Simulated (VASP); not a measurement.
A run of VASP 6.6.1 is set up as follows.

INCAR

```
  PREC = Accurate
  ENCUT = 600
  EDIFF = 1E-6
  ISMEAR = -1
  SIGMA = 0.02
  LREAL = False
  LASPH = True
  NELM = 120
  ALGO = Normal
  ISIF = 2
  LWAVE = False
  LCHARG = False
  GGA = PE
  NBANDS = 30
  GGA_COMPAT = False
```

Contents of KPOINTS:

```
Automatic mesh
0
Gamma
  8 8 6
```

POSCAR

```
ZnHgO2
1.0
    3.3263897680      0.0000000000      0.0000000000
    0.0000000000      3.3263897680      0.0000000000
    0.0000000000      0.0000000000      5.1930705645
Zn O Hg
1 2 1
Direct
    0.0000000000      0.0000000000      0.0000000000
    0.0000000000      0.5000000000      0.2034319238
    0.5000000000      0.0000000000      0.7965680762
    0.5000000000      0.5000000000      0.5000000000
```

Potentials or basis: VASP PAW PBE potentials, release 64 (Zn, O, Hg_sv_GW).

The run is started by

```console
$ cat potpaw_PBE.64/Zn/POTCAR potpaw_PBE.64/O/POTCAR potpaw_PBE.64/Hg_sv_GW/POTCAR > POTCAR
$ mpirun -np 1 vasp_std > vasp.out
```

Problem. Estimate the pressure.

Solution. 5.3 GPa.

Problem. What does it give for the largest force?

Solution. 0.072 eV/Å.

Problem. Predict the band gap on the k mesh.

Solution. Zero (filled and empty bands touch).

Stress tensor (GPa, compression positive):
```
5.19 0.00 0.00
0.00 5.19 0.00
0.00 0.00 5.41
```

Caveat: spin-orbit coupling is left out, which moves the levels of the heavy elements.
